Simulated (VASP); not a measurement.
The system is Na.

```xyz
3
Lattice="5.9730 0.0000 0.0000 -2.9865 5.1728 0.0000 0.0000 0.0000 3.6615" Properties=species:S:1:pos:R:3 pbc="T T T"
Na    0.0000    0.0000    0.0000
Na    0.0000    3.4485    1.8307
Na    2.9865    1.7243    1.8307
```

* Program: VASP 6.6.1
* Task: relaxation of cell and atoms
* Functional: LDA
* Potentials or basis: VASP PAW LDA potentials, release 64 (Na_pv)
* Cutoff: 600 eV
* k mesh: 6 × 6 × 9
* Occupations: fermi-dirac, width 0.1 eV
* Spin: no spin polarisation

At the start: pressure -0.8 GPa; volume 37.71 Å³/atom.

Question: How do energy, volume and symmetry change on relaxing?

Answer: Over 9 steps the energy falls by 13.3 meV/atom and the volume is 33.53 Å³/atom (-11.1 %); space group P6/mmm (No. 191, to 0.05 Å).

Step by step:
```
step  energy change (eV)  largest force (eV/Å)  pressure (GPa)  volume (Å³)
   1              0.0000                0.0000           -0.83       113.13
   2             -0.0158                0.0000           -0.67       109.95
   3             -0.0390                0.0000           -0.03       100.78
   4             -0.0390                0.0000            0.09        99.98
   5             -0.0390                0.0000            0.00       100.37
   6             -0.0394                0.0000            0.00       100.44
   7             -0.0398                0.0000           -0.01       100.54
   8             -0.0395                0.0000           -0.03       100.72
   9             -0.0399                0.0000            0.02       100.59
```

Final structure:
```
CELL_PARAMETERS angstrom
5.81221 0.00000 0.00000
-2.90610 5.03352 0.00000
0.00000 0.00000 3.43825
ATOMIC_POSITIONS crystal
Na 0.00000 0.00000 0.00000
Na 0.33333 0.66667 0.50000
Na 0.66667 0.33333 0.50000
```
